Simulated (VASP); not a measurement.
NaCl:

```
Cl Na
1.0
     3.52538    0.00000    0.00000
     0.00000    3.52538    0.00000
     0.00000    0.00000    3.52538
Cl Na
1 1
Direct
  0.50000 0.50000 0.50000
  0.00000 0.00000 0.00000
```

This cell differs from its parent crystal: volume scaled by 1.02.

Base run:

* Program: VASP 6.6.1
* Functional: PBEsol
* Potentials or basis: VASP PAW PBE potentials, release 64 (Cl, Na_pv)
* Cutoff: 520 eV
* k mesh: 8 × 8 × 8
* Occupations: fermi-dirac, width 0.05 eV
* Spin: no spin polarisation

Its results: band gap on the k mesh 3.78 eV, indirect (least direct gap 4.26 eV); pressure -1.7 GPa.

Task: The run is repeated on the same cell with these changes: functional from PBEsol to LDA; potentials or basis from VASP PAW PBE potentials, release 64 (Cl, Na_pv) to VASP PAW LDA potentials, release 64 (Cl, Na_pv). What comes out?

Result: Band gap on the k mesh 3.55 eV, indirect (least direct gap 4.04 eV); pressure -3.5 GPa.

Caveats: the PAW data sets were made with another functional, which shifts forces and pressure a little (some runs).

A k mesh can miss the band edges.
